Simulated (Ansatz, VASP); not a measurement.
# Two plane-wave programs on Ru

Contents of INCAR:

```
PREC = Accurate ; ENCUT = 520
EDIFF = 1E-7 ; ISMEAR = 0
SIGMA = 0.15 ; LREAL = F
LASPH = T ; NELM = 80
ALGO = Fast ; ISIF = 2
LWAVE = F ; LCHARG = F
GGA = CA ; NBANDS = 21
```

KPOINTS

```
Automatic mesh
0
Gamma
  21 21 12
```

File POSCAR:

```
Ru
1.0
    2.6246253542      0.0000000000      0.0000000000
   -1.3123126771      2.2729922322      0.0000000000
    0.0000000000      0.0000000000      4.2176715000
Ru
2
Direct
    0.3333333333      0.6666666667      0.2500000000
    0.6666666667      0.3333333333      0.7500000000
```

Input for Ansatz:

```yaml
crystal:
  lattice:
    - [2.6246253542, 0.0, 0.0]
    - [-1.3123126771, 2.2729922322, 0.0]
    - [0.0, 0.0, 4.2176715]
  atoms:
    - { symbol: Ru, position: [0.3333333333, 0.6666666667, 0.25] }
    - { symbol: Ru, position: [0.6666666667, 0.3333333333, 0.75] }
basis:
  ecutwfc: 420
kpoints:
  mp_grid: { grid: [21, 21, 12] }
hamiltonian:
  xc: lda
scf:
  occupations: { method: gaussian, width: 0.15 }
output:
  forces: true
  stress: true
  eigenvalues: true
```

Change from the starting cell: strain -0.030 along x and y, -0.015 along z, atoms carried along.

Alike in both runs: task single point; functional LDA; k mesh 21 × 21 × 12; occupations gaussian, width 0.15 eV; no spin polarisation.

|  | VASP | Ansatz |
| --- | --- | --- |
| version | VASP 6.6.1 | Ansatz 0.2.0 |
| potentials or method | VASP PAW LDA potentials, release 64 (Ru_pv), cutoff 520 eV | scalar-relativistic, plane waves, PAW |
| valence electrons in the cell | 28 | 32 |

|  | VASP | Ansatz | Ansatz less VASP |
| --- | --- | --- | --- |
| gap on the k mesh at the Fermi level (eV) | none | none | - |
| pressure (GPa) | 17.0 | 15.8 | -1.23 |
| traceless stress, the component that is largest in VASP (GPa) | -6.21 | -6.27 | -0.060 |

LDA's correlation is that of Perdew and Zunger in VASP and of Perdew and Wang (1992) in Ansatz. A gap of «none» marks a metal or a gap that the smearing closes. VASP's potentials hold 28 valence electrons a cell and Ansatz's 32, so a difference there can come from the potentials and not from the codes.
